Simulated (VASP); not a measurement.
## SiSnGe2: single point with PBEsol

The system is SiSnGe2.

```
CELL_PARAMETERS angstrom
4.10512 0.00000 0.00000
0.00000 4.10512 0.00000
0.00000 0.00000 5.85378
ATOMIC_POSITIONS crystal
Si 0.00000 0.00000 0.00000
Sn 0.50000 0.50000 0.50000
Ge 0.50000 0.00000 0.77470
Ge 0.00000 0.50000 0.22530
```

| Item | Value |
| --- | --- |
| Program | VASP 6.6.1 |
| Task | single point |
| Functional | PBEsol |
| Potentials or basis | VASP PAW PBE potentials, release 64 (Si, Sn_d, Ge_d) |
| Cutoff | 520 eV |
| k mesh | 10 × 10 × 8 |
| Occupations | fermi-dirac, width 0.15 eV |
| Spin | no spin polarisation |

The pressure is -0.1 GPa and the band gap on the k mesh is zero (filled and empty bands overlap).

Forces in eV/Å, atoms in the order of the input:
```
Si   0.000  0.000  0.000
Sn   0.000  0.000  0.000
Ge   0.000  0.000 -0.003
Ge   0.000  0.000  0.003
```

Levels at points of the mesh, in eV from the Fermi level:
| k point | band 21 | band 22 | band 23 | band 24 | band 25 | band 26 |
| --- | --- | --- | --- | --- | --- | --- |
| (0.00, 0.00, 0.00) | -0.38 | 0.00 | 0.01 | 0.01 | 0.45 | 0.95 |
| (0.50, 0.00, 0.00) | -3.61 | -2.05 | -0.97 | 1.16 | 2.52 | 4.14 |
| (0.50, 0.50, 0.00) | -2.99 | -2.99 | -2.72 | 0.29 | 0.38 | 0.38 |
| (0.00, 0.00, 0.50) | -2.54 | -1.47 | -1.47 | 0.47 | 1.00 | 2.27 |
| (0.50, 0.00, 0.50) | -1.47 | -1.38 | -0.81 | 0.00 | 0.31 | 2.87 |
| (0.50, 0.50, 0.50) | -3.79 | -3.79 | -3.78 | 3.80 | 3.80 | 4.04 |

Run time: 94 s on 1 thread of Intel(R) Xeon(R) 6975P-C (Granite Rapids), on a shared host, peak memory 0.43 GiB.

Caveat: semilocal functionals underestimate gaps, so a narrow gap can read as zero; the PAW data sets were made with another functional, which shifts forces and pressure a little; spin-orbit coupling is left out, which moves the levels of the heavy elements.
